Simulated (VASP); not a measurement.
# CdTe (F-43m) in VASP: notebook

The runs below take CdTe through G0W0 quasiparticle levels, with LDA, PBE.

Everything below comes from runs of VASP 6.6.1. Logs are shortened: lines on timing, memory, paths and dates and some standing lists are left out, and cuts for length are marked.

### Step 1. The cell of the first run

Symmetry: F-43m, No. 216, cubic system. The conventional cell has a = 6.560 Å, b = 6.560 Å, c = 6.560 Å, α = 90.00°, β = 90.00°, γ = 90.00°. Cd (site symmetry -43m) has 4 Te at 2.84 Å within 3.7 Å. Te (site symmetry -43m) has 4 Cd at 2.84 Å within 3.7 Å.

### Step 2. G0W0 quasiparticle levels, LDA

POSCAR reads:

```
CdTe
1.0
    0.0000000000      3.2799551172      3.2799551172
    3.2799551172      0.0000000000      3.2799551172
    3.2799551172      3.2799551172      0.0000000000
Cd Te
1 1
Direct
    0.0000000000      0.0000000000      0.0000000000
    0.2500000000      0.2500000000      0.2500000000
```

INCAR.step1 reads:

```
SYSTEM = CdTe
ALGO = Normal
EDIFF = 1E-8
ENCUT = 500
ISMEAR = 0
LASPH = .TRUE.
LCHARG = .FALSE.
LREAL = .FALSE.
LWAVE = .TRUE.
NELM = 80
PREC = Accurate
SIGMA = 0.01
```

INCAR.step2 reads:

```
SYSTEM = CdTe
ALGO = Exact
EDIFF = 1E-8
ENCUT = 500
ISMEAR = 0
ISTART = 1
LASPH = .TRUE.
LCHARG = .FALSE.
LOPTICS = .TRUE.
LREAL = .FALSE.
LWAVE = .TRUE.
NBANDS = 99
NELM = 1
PREC = Accurate
SIGMA = 0.01
```

INCAR.step3 reads:

```
SYSTEM = CdTe
ALGO = EVGW0
EDIFF = 1E-8
ENCUT = 500
ENCUTGW = 60.0
ISMEAR = 0
ISTART = 1
LASPH = .TRUE.
LCHARG = .FALSE.
LREAL = .FALSE.
LWAVE = .FALSE.
NBANDS = 99
NBANDSGW = 17
NELMGW = 1
NOMEGA = 48
PREC = Accurate
PRECFOCK = Fast
SIGMA = 0.01
```

KPOINTS reads:

```
k-points
0
G
  2 2 2
  0 0 0
```

Potentials or basis: VASP PAW LDA potentials, release 64 (Cd_GW, Te_GW).

The run is started by

```console
cat potpaw_LDA.64/Cd_GW/POTCAR potpaw_LDA.64/Te_GW/POTCAR > POTCAR
cp INCAR.step1 INCAR
mpirun -np 1 vasp_std > vasp.out
cp INCAR.step2 INCAR
mpirun -np 1 vasp_std > vasp.out
cp INCAR.step3 INCAR
mpirun -np 1 vasp_std > vasp.out
```

OUTCAR:

```text
SYSTEM = CdTe
   EDIFF = 1E-8
   ENCUT = 500
   ENCUTGW = 60.0
   ISMEAR = 0
   ISTART = 1
   LASPH = .TRUE.
   LREAL = .FALSE.
   NELMGW = 1
   PREC = Accurate
   PRECFOCK = Fast

 ion  position               nearest neighbor table
   1  0.000  0.000  0.000-   2 2.84   2 2.84   2 2.84   2 2.84
   2  0.250  0.250  0.250-   1 2.84   1 2.84   1 2.84   1 2.84

  LATTYP: Found a face centered cubic cell.
 ALAT       =     6.5599102344

  Lattice vectors:

 A1 = (   0.0000000000,   3.2799551172,   3.2799551172)
 A2 = (   3.2799551172,   0.0000000000,   3.2799551172)
 A3 = (   3.2799551172,   3.2799551172,   0.0000000000)

Analysis of symmetry for initial positions (statically):
=====================================================================
 Subroutine PRICEL returns:
 Original cell was already a primitive cell.

 Routine SETGRP: Setting up the symmetry group for a
 face centered cubic supercell.

 Subroutine GETGRP returns: Found 24 space group operations
 (whereof 24 operations were pure point group operations)
 out of a pool of 48 trial point group operations.

The static configuration has the point symmetry T_d .

Analysis of symmetry for dynamics (positions and initial velocities):
=====================================================================
 Subroutine PRICEL returns:
 Original cell was already a primitive cell.

 Routine SETGRP: Setting up the symmetry group for a
 face centered cubic supercell.

 Subroutine GETGRP returns: Found 24 space group operations
 (whereof 24 operations were pure point group operations)
 out of a pool of 48 trial point group operations.

The dynamic configuration has the point symmetry T_d .

 Subroutine INISYM returns: Found 24 space group operations
 (whereof 24 operations are pure point group operations),
 and found     1 'primitive' translations

----------------------------------------------------------------------------------------

                                     Primitive cell

  volume of cell :      70.5722

  direct lattice vectors                    reciprocal lattice vectors
     0.000000000  3.279955117  3.279955117    -0.152441110  0.152441110  0.152441110
     3.279955117  0.000000000  3.279955117     0.152441110 -0.152441110  0.152441110
     3.279955117  3.279955117  0.000000000     0.152441110  0.152441110 -0.152441110

  length of vectors
     4.638557011  4.638557011  4.638557011     0.264035748  0.264035748  0.264035748

  position of ions in fractional coordinates (direct lattice)
     0.000000000  0.000000000  0.000000000
     0.250000000  0.250000000  0.250000000

  ion indices of the primitive-cell ions
   primitive index   ion index
                 1           1
                 2           2

----------------------------------------------------------------------------------------

 KPOINTS: k-points

Automatic generation of k-mesh.
 Grid dimensions read from file:
 generate k-points for:    2    2    2

 Generating k-lattice:

  Cartesian coordinates                     Fractional coordinates (reciprocal lattice)
    -0.076220555  0.076220555  0.076220555     0.500000000  0.000000000  0.000000000
     0.076220555 -0.076220555  0.076220555     0.000000000  0.500000000  0.000000000
     0.076220555  0.076220555 -0.076220555     0.000000000  0.000000000  0.500000000

  Length of vectors
     0.132017874  0.132017874  0.132017874

  Shift w.r.t. Gamma in fractional coordinates (k-lattice)
     0.000000000  0.000000000  0.000000000

 Subroutine IBZKPT returns following result:
 ===========================================

 Found      3 irreducible k-points:

 Following reciprocal coordinates:
            Coordinates               Weight
  0.000000  0.000000  0.000000      1.000000
  0.500000  0.000000  0.000000      4.000000
  0.500000  0.500000  0.000000      3.000000
   k-points           NKPTS =      3   k-points in BZ     NKDIM =      8   number of bands    NBANDS=     99
   number of dos      NEDOS =    301   number of ions     NIONS =      2
   total plane-waves  NPLWV =  46656
   dimension x,y,z NGX =    36 NGY =   36 NGZ =   36
   dimension x,y,z NGXF=    72 NGYF=   72 NGZF=   72
   ions per type =               1   1
   NGX,Y,Z   is equivalent  to a cutoff of  12.90, 12.90, 12.90 a.u.
   NGXF,Y,Z  is equivalent  to a cutoff of  25.80, 25.80, 25.80 a.u.
 SYSTEM =  CdTe
   PREC   = accura    normal or accurate (medium, high low for compatibility)
   ISTART =      1    job   : 0-new  1-cont  2-samecut
   ICHARG =      0    charge: 1-file 2-atom 10-const
   ISPIN  =      1    spin polarized calculation?
   LNONCOLLINEAR =      F non collinear calculations
   LSORBIT =      F    spin-orbit coupling
   LASPH  =      T    aspherical Exc in radial PAW
   ENCUT  =  500.0 eV  36.75 Ry    6.06 a.u.   8.46  8.46  8.46*2*pi/ulx,y,z
   NELM   =     60;   NELMIN=  2; NELMDL=  0     # of ELM steps
   EDIFF  = 0.1E-07   stopping-criterion for ELM
   LREAL  =      F    real-space projection
   EDIFFG = 0.1E-06   stopping-criterion for IOM
   NSW    =      0    number of steps for IOM
   IBRION =     -1    ionic relax: 0-MD 1-quasi-New 2-CG
   NFREE  =      0    steps in history (QN), initial steepest desc. (CG)
   ISIF   =      0    stress and relaxation
   ISYM   =      3    0-nonsym 1-usesym 2-fastsym
   POTIM  = 0.5000    time-step for ionic-motion
   TEBEG  =    0.0;   TEEND  =   0.0 temperature during run
   PSTRESS=    0.0 pullay stress
   NELECT =      18.0000    total number of electrons
   NUPDOWN=      -1.0000    fix difference up-down
   EMIN   =  10.00;   EMAX   =-10.00  energy-range for DOS
   EFERMI =   0.00;   METHOD = LEGACY
   ISMEAR =     0;   SIGMA  =   0.01  broadening in eV -4-tet -1-fermi 0-gaus
   EFERMI_NEDOS =   21; number of points for ismear=-14 and -15
   IALGO  =     38    algorithm
   IMIX   =      4    mixing-type and parameters
     AMIX     =   0.40;   BMIX     =  1.00
     AMIX_MAG =   1.60;   BMIX_MAG =  1.00
  volume/ion in A,a.u.               =      35.29       238.12
  Fermi-wavevector in a.u.,A,eV,Ry     =   1.038216  1.961944 14.665621  1.077893
  Thomas-Fermi vector in A             =   2.172690
   LORBIT       =      0    0 simple, 1 ext, 2 COOP (PROOUT), +10 PAW based schemes
   GGA     = CA    functional components
   LHFCALC =     T    Hartree Fock is set to
   PRECFOCK=fast      Normal, Fast or Accurate (Low or Medium for compatibility)
   ENCUT4O =  -1.0   cutoff for four orbital integrals eV
   NKREDX  =     1    reduce k-point grid by
   NKREDY  =     1    reduce k-point grid by
   NKREDZ  =     1    reduce k-point grid by
   AEXX    =    1.0000 exact exchange contribution
   HFSCREEN=    0.0000 screening length (either q_TF or 0.3 A-1)
   HFSCREENC=   0.0000 screening length for correlation (either q_TF or 0.3 A-1)
   ENCUTFOCK=  -1.0 apply spherical cutoff to Coloumb kernel
   IVDW    =     0    specifies the selected vdW correction
   LEPSILON=     F    determine dielectric tensor
   LRPA    =     F    only Hartree local field effects (RPA)
   LRPAFORCE           =     F    calculate RPA forces
   ENCUTGW             =  60.0    cutoff for response function in eV
   ENCUTGWSOFT         =  48.0    soft cutoff for Coulomb kernel in GW response function in eV
   ENCUTLF             =  -1.0    cutoff for local field effects
   NELMGW              =     1    number of iterations in solving QP/BSE equation
   NELMHF              =     1    number of iterations in the inner HF iteration
   NKREDLFX            =     1    NKREDLFY  =   1   NKREDLFZ  =   1
 non-spin polarized calculation
 Gauss-broadening in eV      SIGMA  =   0.01
  energy-cutoff  :      500.00
  volume of cell :       70.57
 maximum number of plane-waves:      1807
 NGX is ok and might be reduce to    36
  NGX = 18; NGY = 18; NGZ = 18
   NGX = 17   NGY = 17   NGZ = 17
 maximum number of plane-waves:        80
 NGX is ok and might be reduce to    14

 QP shifts <psi_nk| G(iteration)W_0 |psi_nk>: iteration 1
 for sc-GW calculations column KS-energies equals QP-energies in previous step
 and V_xc(KS)=  KS-energies - (<T + V_ion + V_H > + <T+V_H+V_ion>^1  + <V_x>^1)

 k-point   1 :       0.0000    0.0000    0.0000
  band No.  KS-energies  QP-energies   sigma(KS)   V_xc(KS)     V^pw_x(r,r')   Z            occupation Imag(sigma)

      1      -7.9594      -7.8212     -10.9793     -11.1816     -17.1201       0.6831       2.0000       1.0475
      2      -5.4992      -6.8914     -17.2511     -15.3215     -23.0540       0.7215       2.0000       0.3105
      3      -5.4992      -6.8914     -17.2511     -15.3215     -23.0540       0.7215       2.0000       0.3105
      4      -5.4992      -6.8914     -17.2511     -15.3215     -23.0540       0.7215       2.0000       0.3105
      5      -5.2865      -6.7129     -17.4930     -15.5145     -23.2051       0.7210       2.0000       0.2613
      6      -5.2865      -6.7129     -17.4930     -15.5145     -23.2051       0.7210       2.0000       0.2613
[... 9 lines left out ...]
     16      12.2712      12.6056      -8.5468      -8.9666      -3.7916       0.7966       0.0000      -0.2544
     17      12.6873      12.7663      -6.8589      -6.9563      -1.7618       0.8113       0.0000      -0.3709

 k-point   2 :       0.5000    0.0000    0.0000
  band No.  KS-energies  QP-energies   sigma(KS)   V_xc(KS)     V^pw_x(r,r')   Z            occupation Imag(sigma)

      1      -7.5952      -7.6700     -12.1000     -11.9889     -18.1156       0.6734       2.0000       0.8472
      2      -5.4462      -6.8510     -17.3221     -15.3803     -23.1078       0.7235       2.0000       0.3032
      3      -5.4462      -6.8510     -17.3221     -15.3803     -23.1078       0.7235       2.0000       0.3032
      4      -5.2775      -6.7115     -17.5156     -15.5384     -23.2378       0.7253       2.0000       0.2638
      5      -5.2775      -6.7115     -17.5156     -15.5384     -23.2378       0.7253       2.0000       0.2638
      6      -4.9109      -6.1691     -16.8197     -15.1295     -22.4138       0.7444       2.0000       0.3565
[... 9 lines left out ...]
     16      13.0206      13.4064      -8.2443      -8.7336      -3.1242       0.7884       0.0000      -0.3413
     17      13.8651      14.4547      -8.4798      -9.2402      -3.1866       0.7754       0.0000      -0.3739

 k-point   3 :       0.5000    0.5000    0.0000
  band No.  KS-energies  QP-energies   sigma(KS)   V_xc(KS)     V^pw_x(r,r')   Z            occupation Imag(sigma)

      1      -7.4884      -7.6423     -12.5111     -12.2839     -18.5023       0.6776       2.0000       0.7954
      2      -5.3717      -6.7740     -17.2482     -15.3040     -22.9337       0.7213       2.0000       0.2740
      3      -5.3600      -6.7875     -17.4941     -15.5276     -23.2826       0.7259       2.0000       0.2973
      4      -5.3600      -6.7875     -17.4941     -15.5276     -23.2826       0.7259       2.0000       0.2973
      5      -5.2593      -6.6918     -17.5306     -15.5563     -23.2508       0.7256       2.0000       0.2594
      6      -4.7620      -5.9289     -16.4531     -14.9036     -21.9742       0.7530       2.0000       0.3855
[... 9 lines left out ...]
     16      14.4025      14.7941      -8.4942      -8.9896      -3.5321       0.7903       0.0000      -0.3206
     17      14.4025      14.7941      -8.4942      -8.9896      -3.5321       0.7903       0.0000      -0.3206
```

It took 2.2 min on 1 thread of AMD EPYC 7R13 (Zen 3), shared host; peak memory 0.57 GiB.

What came out:

```yaml
Band_gap_on_the_k_mesh_mean-field_level: 0.25 eV, direct
Quasiparticle_gap: 1.01 eV
Least_direct_quasiparticle_gap: 1.01 eV
```

Caveat: the k points lie up to 0.83 Å⁻¹ apart; bands, screening cutoff and mesh are small and nothing is extrapolated, so the quasiparticle values aren't converged; spin-orbit coupling is left out, which moves the levels of the heavy elements.

[end of part 1 of 2]
